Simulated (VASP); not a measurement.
# Si16B (a cell with a defect) in VASP: single point with PBE

Aim: the single point of Si16B (a cell with a defect) with PBE.

All numbers are computed with VASP 6.6.1; they aren't measurements. Logs are shortened: lines on timing, memory, paths and dates and some standing lists are left out, and cuts for length are marked.

## (1) The cell of the first run

The cell holds a defect, 17 atoms: a = 7.679 Å, b = 7.679 Å, c = 7.679 Å, α = 60.00°, β = 60.00°, γ = 60.00°.

## (2) Single point, PBE, collinear spin

INCAR reads:

```
  PREC = Accurate
  ENCUT = 520
  EDIFF = 1E-7
  ISMEAR = -1
  SIGMA = 0.02
  LREAL = Auto
  LASPH = True
  NELM = 150
  ALGO = Normal
  ISIF = 2
  LWAVE = False
  LCHARG = True
  ISPIN = 2
  MAGMOM = 0 0 0 0 0 0 0 0 0 0 0 0 0 0 0 0 0.09
  LORBIT = 11
  GGA = PE
  LELF = True
  LVHAR = True
  NBANDS = 52
```

KPOINTS reads:

```
regular mesh
0
Gamma
  2 2 2
```

POSCAR reads:

```
Si16B
1.0
    0.0000000000      5.4300000000      5.4300000000
    5.4300000000      0.0000000000      5.4300000000
    5.4300000000      5.4300000000      0.0000000000
Si B
16 1
Direct
   -0.0108379374     -0.0011510129     -0.0038950276
    0.1268047882      0.1191068140      0.1242081031
    0.0042633517      0.0002302026      0.4881307551
    0.1183425414      0.1192081031      0.6358195212
   -0.0030755064      0.4909576427     -0.0000552486
    0.1345948435      0.6204511971      0.1243186004
    0.0038397790      0.5054604052      0.5029005525
    0.1276703499      0.6259023941      0.6221086556
    0.4983333333     -0.0027532228      0.0103959484
    0.6165101289      0.1298434622      0.1257918969
    0.4973664825     -0.0005156538      0.4957274401
    0.6374309392      0.1258471455      0.6157550645
    0.5118968692      0.5027624309     -0.0035174954
    0.6119613260      0.6198618785      0.1353130755
    0.5172559853      0.5045119705      0.4915101289
    0.6255893186      0.6320165746      0.6319244936
    0.7978821363      0.7728729282      0.5910865562
```

Potentials or basis: VASP PAW PBE potentials, release 64 (Si, B).

The run is started by

```console
cat potpaw_PBE.64/Si/POTCAR potpaw_PBE.64/B/POTCAR > POTCAR
mpirun -np 1 vasp_std > vasp.out
```

OUTCAR:

```text
PREC = Accurate
   ENCUT = 520
   EDIFF = 1E-7
   ISMEAR = -1
   LREAL = Auto
   LASPH = True
   NELM = 150
   ISIF = 2
   ISPIN = 2
   LORBIT = 11
   GGA = PE

 ion  position               nearest neighbor table
   1  0.989  0.999  0.996-   4 2.26  10 2.34   6 2.38   2 2.42
   2  0.127  0.119  0.124-   3 2.28   9 2.33   5 2.33   1 2.42
   3  0.004  0.000  0.488-   2 2.28  12 2.30   8 2.35   4 2.39  17 2.51
   4  0.118  0.119  0.636-   1 2.26  11 2.38   3 2.39   7 2.42
   5  0.997  0.491  1.000-   2 2.33   8 2.37  14 2.41   6 2.46
   6  0.135  0.620  0.124-  13 2.37   7 2.37   1 2.38   5 2.46
   7  0.004  0.505  0.503-  17 2.06   8 2.28  16 2.37   6 2.37   4 2.42
   8  0.128  0.626  0.622-   7 2.28  17 2.28   3 2.35   5 2.37  15 2.44
   9  0.498  0.997  0.010-  10 2.30   2 2.33  14 2.37  12 2.47
  10  0.617  0.130  0.126-   9 2.30  11 2.32   1 2.34  13 2.34
  11  0.497  0.999  0.496-  17 2.30  16 2.31  10 2.32   4 2.38  12 2.42
  12  0.637  0.126  0.616-   3 2.30  15 2.37  17 2.42  11 2.42   9 2.47
  13  0.512  0.503  0.996-  14 2.24  16 2.29  10 2.34   6 2.37
  14  0.612  0.620  0.135-  13 2.24  15 2.24   9 2.37   5 2.41
  15  0.517  0.505  0.492-  14 2.24  16 2.36  12 2.37   8 2.44
  16  0.626  0.632  0.632-  17 1.92  13 2.29  11 2.31  15 2.36   7 2.37
  17  0.798  0.773  0.591-  16 1.92   7 2.06   8 2.28  11 2.30  12 2.42   3 2.51

  LATTYP: Found a face centered cubic cell.
 ALAT       =    10.8600000000

  Lattice vectors:

 A1 = (   0.0000000000,   5.4300000000,   5.4300000000)
 A2 = (   5.4300000000,   0.0000000000,   5.4300000000)
 A3 = (   5.4300000000,   5.4300000000,   0.0000000000)

Analysis of symmetry for initial positions (statically):
=====================================================================
 Subroutine PRICEL returns:
 Original cell was already a primitive cell.

 Routine SETGRP: Setting up the symmetry group for a
 face centered cubic supercell.

 Subroutine GETGRP returns: Found  1 space group operations
 (whereof  1 operations were pure point group operations)
 out of a pool of 48 trial point group operations.

The static configuration has the point symmetry C_1 .

Analysis of symmetry for dynamics (positions and initial velocities):
=====================================================================
 Subroutine PRICEL returns:
 Original cell was already a primitive cell.

 Routine SETGRP: Setting up the symmetry group for a
 face centered cubic supercell.

 Subroutine GETGRP returns: Found  1 space group operations
 (whereof  1 operations were pure point group operations)
 out of a pool of 48 trial point group operations.

The dynamic configuration has the point symmetry C_1 .

Analysis of structural, dynamic, and magnetic symmetry:
=====================================================================
 Subroutine PRICEL returns:
 Original cell was already a primitive cell.

 Routine SETGRP: Setting up the symmetry group for a
 face centered cubic supercell.

 Subroutine GETGRP returns: Found  1 space group operations
 (whereof  1 operations were pure point group operations)
 out of a pool of 48 trial point group operations.

The overall configuration has the point symmetry C_1 .

 Subroutine INISYM returns: Found  1 space group operations
 (whereof  1 operations are pure point group operations),
 and found     1 'primitive' translations

----------------------------------------------------------------------------------------

                                     Primitive cell

  volume of cell :     320.2060

  direct lattice vectors                    reciprocal lattice vectors
     0.000000000  5.430000000  5.430000000    -0.092081031  0.092081031  0.092081031
     5.430000000  0.000000000  5.430000000     0.092081031 -0.092081031  0.092081031
     5.430000000  5.430000000  0.000000000     0.092081031  0.092081031 -0.092081031

  length of vectors
     7.679179644  7.679179644  7.679179644     0.159489025  0.159489025  0.159489025

  position of ions in fractional coordinates (direct lattice)
     0.989162063  0.998848987  0.996104972
     0.126804788  0.119106814  0.124208103
     0.004263352  0.000230203  0.488130755
     0.118342541  0.119208103  0.635819521
     0.996924494  0.490957643  0.999944751
     0.134594843  0.620451197  0.124318600
[... 9 lines left out ...]
     0.625589319  0.632016575  0.631924494
     0.797882136  0.772872928  0.591086556

[... 62 lines left out ...]
   NGX,Y,Z   is equivalent  to a cutoff of  12.99, 12.99, 12.99 a.u.
   NGXF,Y,Z  is equivalent  to a cutoff of  25.98, 25.98, 25.98 a.u.
 SYSTEM =  unknown system
   PREC   = accura    normal or accurate (medium, high low for compatibility)
   ISTART =      0    job   : 0-new  1-cont  2-samecut
   ICHARG =      2    charge: 1-file 2-atom 10-const
   ISPIN  =      2    spin polarized calculation?
   LNONCOLLINEAR =      F non collinear calculations
   LSORBIT =      F    spin-orbit coupling
   LASPH  =      T    aspherical Exc in radial PAW
   ENCUT  =  520.0 eV  38.22 Ry    6.18 a.u.  14.28 14.28 14.28*2*pi/ulx,y,z
   NELM   =    150;   NELMIN=  2; NELMDL= -5     # of ELM steps
   EDIFF  = 0.1E-06   stopping-criterion for ELM
   LREAL  =      T    real-space projection
   EDIFFG = 0.1E-05   stopping-criterion for IOM
   NSW    =      0    number of steps for IOM
   IBRION =     -1    ionic relax: 0-MD 1-quasi-New 2-CG
   NFREE  =      0    steps in history (QN), initial steepest desc. (CG)
   ISIF   =      2    stress and relaxation
   ISYM   =      2    0-nonsym 1-usesym 2-fastsym
   POTIM  = 0.5000    time-step for ionic-motion
   TEBEG  =    0.0;   TEEND  =   0.0 temperature during run
   PSTRESS=    0.0 pullay stress
   NELECT =      67.0000    total number of electrons
   NUPDOWN=      -1.0000    fix difference up-down
   EMIN   =  10.00;   EMAX   =-10.00  energy-range for DOS
   EFERMI =   0.00;   METHOD = LEGACY
   ISMEAR =    -1;   SIGMA  =   0.02  broadening in eV -4-tet -1-fermi 0-gaus
   EFERMI_NEDOS =   21; number of points for ismear=-14 and -15
   IALGO  =     38    algorithm
   IMIX   =      4    mixing-type and parameters
     AMIX     =   0.40;   BMIX     =  1.00
     AMIX_MAG =   1.60;   BMIX_MAG =  1.00
  volume/ion in A,a.u.               =      18.84       127.11
  Fermi-wavevector in a.u.,A,eV,Ry     =   0.971904  1.836632 12.852022  0.944597
  Thomas-Fermi vector in A             =   2.102159
   LORBIT       =     11    0 simple, 1 ext, 2 COOP (PROOUT), +10 PAW based schemes
   GGA     = PE    functional components
   LHFCALC =     F    Hartree Fock is set to
   AEXX    =    0.0000 exact exchange contribution
   IVDW    =     0    specifies the selected vdW correction
   LEPSILON=     F    determine dielectric tensor
   LRPA    =     F    only Hartree local field effects (RPA)
 spin polarized calculation
  energy-cutoff  :      520.00
  volume of cell :      320.21
 maximum number of plane-waves:      8646
 NGX is ok and might be reduce to    60
   NGX = 29   NGY = 29   NGZ = 29

 number of electron      67.0000000 magnetization       0.5426888

 Free energy of the ion-electron system (eV)
  ---------------------------------------------------
  ext. energy  EPLUGINS =         0.00000000
  ---------------------------------------------------
  free energy    TOTEN  =       -87.87202965 eV

  energy without entropy =      -87.86572304  energy(sigma->0) =      -87.86887634

 E-fermi :   6.2741     XC(G=0):  -9.5661

 val. band max:        6.2713234103   @ k =   0.5000   0.5000   0.0000
 cond. band min:       6.2933354988   @ k =   0.5000   0.0000   0.5000
 fundamental gap:      0.0220120885
 Fermi energy:         6.2740892057

 spin component 1

 k-point     1 :       0.0000    0.0000    0.0000
  band No.  band energies     occupation
      1      -6.5633      1.00000
      2      -4.5496      1.00000
      3      -4.1218      1.00000
      4      -3.8371      1.00000
      5      -3.6493      1.00000
      6      -2.7066      1.00000
[... 373 lines left out ...]
     44       9.7062      0.00000
     45      10.1361      0.00000
 Fermi energy:         6.2740892057

 spin component 2

 k-point     1 :       0.0000    0.0000    0.0000
  band No.  band energies     occupation
      1      -6.5114      1.00000
      2      -4.5167      1.00000
      3      -4.0854      1.00000
      4      -3.8014      1.00000
      5      -3.6231      1.00000
      6      -2.6556      1.00000
[... 373 lines left out ...]
     44       9.7644      0.00000
     45      10.1670      0.00000
 [bands above 45 left out]

------------------------ aborting loop because EDIFF is reached ----------------------------------------

  FORCE on cell =-STRESS in cart. coord.  units (eV):
  Direction    XX          YY          ZZ          XY          YZ          ZX
  --------------------------------------------------------------------------------------
  -------------------------------------------------------------------------------------
  Total        7.6402722      6.2656497      8.4563165      2.9788615     -1.2479123     -0.4192019
  in kB       38.2287350     31.3506973     42.3118807     14.9049804     -6.2440329     -2.0975114
  external PRESSURE =      37.2971043 kB  Pullay stress =       0.0000000 kB

 VOLUME and BASIS-vectors are now :
 -----------------------------------------------------------------------------
  energy-cutoff  :      520.00
  volume of cell :      320.21
      direct lattice vectors                 reciprocal lattice vectors
     0.000000000  5.430000000  5.430000000    -0.092081031  0.092081031  0.092081031
     5.430000000  0.000000000  5.430000000     0.092081031 -0.092081031  0.092081031
     5.430000000  5.430000000  0.000000000     0.092081031  0.092081031 -0.092081031

 POSITION                                       TOTAL-FORCE (eV/Angst)
 -----------------------------------------------------------------------------------
     10.83260     10.78000     10.79490         0.594224      1.405665     -0.282975
      1.32120      1.36300      1.33530        -0.596741     -0.838891      0.009538
      2.65180      2.67370      0.02440         0.233043      0.514211     -0.188465
      4.09980      4.09510      1.28990        -0.352353     -0.692736      0.453067
      8.09560     10.84300      8.07920         0.762709      0.183099      0.461689
      4.04410      1.40590      4.09990        -0.198895     -0.644282     -0.502123
[... 9 lines left out ...]
      6.86320      6.82830      6.82880        -0.615707     -0.361333     -1.585301
      7.40630      7.54210      8.52920         0.892262      0.301764      1.669827
 -----------------------------------------------------------------------------------
    total drift:                               -0.003301     -0.003995      0.000851

  FREE ENERGIE OF THE ION-ELECTRON SYSTEM (eV)
  ---------------------------------------------------
  free  energy   TOTEN  =       -87.8720296457 eV

  energy  without entropy=      -87.8657230356  energy(sigma->0) =      -87.86887634

 total charge

# of ion       s       p       d       tot
------------------------------------------
    1        0.743   0.959   0.000   1.702
    2        0.740   0.964   0.000   1.704
    3        0.749   0.943   0.000   1.691
    4        0.760   0.928   0.000   1.688
    5        0.744   0.919   0.000   1.663
    6        0.746   0.919   0.000   1.665
[... 9 lines left out ...]
   16        0.746   0.986   0.000   1.732
   17        0.756   0.996   0.000   1.751
--------------------------------------------------
tot         12.715  16.116   0.000  28.830

 magnetization (x)

# of ion       s       p       d       tot
------------------------------------------
    1        0.000  -0.001   0.000  -0.000
    2        0.000   0.000   0.000   0.000
    3        0.009   0.006   0.000   0.015
    4        0.005   0.025   0.000   0.030
    5        0.001   0.003   0.000   0.003
    6        0.001  -0.000   0.000   0.000
[... 9 lines left out ...]
   16        0.007   0.006   0.000   0.013
   17        0.034   0.042   0.000   0.076
--------------------------------------------------
tot          0.083   0.115   0.000   0.198
```

Wall time 19 min (1 thread of Intel Xeon 8259CL, shared host); peak memory 0.71 GiB.

What came out:

```yaml
Free_energy: -87.8720 eV
Pressure: 3.7 GPa
Largest_force: 2.098 eV/Å
Net_moment: 0.54 μB per cell
Site_moments: Si -0.00, +0.00, +0.01, +0.03 (each value once); B +0.08 μB
Valence_electrons_inside_the_program's_atomic_spheres: Si 1.70, 1.69, 1.66, 1.67, 1.68, 1.71, 1.65, 1.73 (each value once); B 1.75
```

Forces in eV/Å, atoms in the order of the input:
```
Si   0.594  1.406 -0.283
Si  -0.597 -0.839  0.010
Si   0.233  0.514 -0.188
Si  -0.352 -0.693  0.453
Si   0.763  0.183  0.462
Si  -0.199 -0.644 -0.502
Si  -1.633 -0.414  0.043
Si   0.765  0.701  0.172
Si  -0.971 -0.758  0.191
Si  -0.093  0.221  0.206
Si   0.700  0.218  0.905
Si   0.385  0.273 -1.240
Si  -0.006 -0.601 -1.382
Si  -0.278  0.329  2.053
Si   0.413  0.165 -0.983
Si  -0.616 -0.361 -1.585
B    0.892  0.302  1.670
```

Levels at points of the mesh, in eV from the Fermi level:
Spin up:
```csv
k point,band 32,band 33,band 34,band 35,band 36,band 37
"(0.00, 0.00, 0.00)",-0.34,-0.31,-0.24,0.15,0.24,0.42
"(0.50, 0.00, 0.00)",-0.90,-0.55,-0.08,0.24,1.02,1.11
"(0.00, 0.50, 0.00)",-0.98,-0.67,-0.07,0.34,1.05,1.16
"(0.00, 0.00, 0.50)",-0.92,-0.88,0.34,0.75,1.01,1.20
"(0.50, 0.50, 0.50)",-0.93,-0.60,0.02,0.08,1.05,1.10
"(0.50, 0.50, 0.00)",-1.47,-0.21,-0.09,0.39,1.36,1.68
"(0.00, 0.50, 0.50)",-1.47,-0.39,-0.06,0.61,1.50,1.65
"(0.50, 0.00, 0.50)",-1.39,-0.41,-0.15,0.61,1.38,1.64
```
Spin down:
```csv
k point,band 29,band 30,band 31,band 32,band 33,band 34,band 35,band 36,band 37,band 38
"(0.00, 0.00, 0.00)",-1.35,-1.26,-1.01,-0.31,-0.29,-0.22,0.19,0.28,0.47,0.52
"(0.50, 0.00, 0.00)",-1.41,-1.22,-1.10,-0.88,-0.50,0.11,0.31,1.04,1.14,1.29
"(0.00, 0.50, 0.00)",-1.36,-1.23,-1.09,-0.95,-0.60,0.09,0.42,1.09,1.18,1.31
"(0.00, 0.00, 0.50)",-1.33,-1.28,-1.21,-0.91,-0.88,0.47,0.82,1.09,1.23,1.36
"(0.50, 0.50, 0.50)",-1.39,-1.30,-1.08,-0.91,-0.54,0.13,0.17,1.07,1.13,1.30
"(0.50, 0.50, 0.00)",-1.77,-1.64,-1.51,-1.45,-0.15,0.00,0.56,1.39,1.70,2.13
"(0.00, 0.50, 0.50)",-1.81,-1.74,-1.52,-1.45,-0.34,0.12,0.70,1.54,1.69,1.79
"(0.50, 0.00, 0.50)",-1.81,-1.69,-1.57,-1.37,-0.37,0.02,0.72,1.42,1.66,1.99
```

Caveat: the k points lie up to 0.50 Å⁻¹ apart.
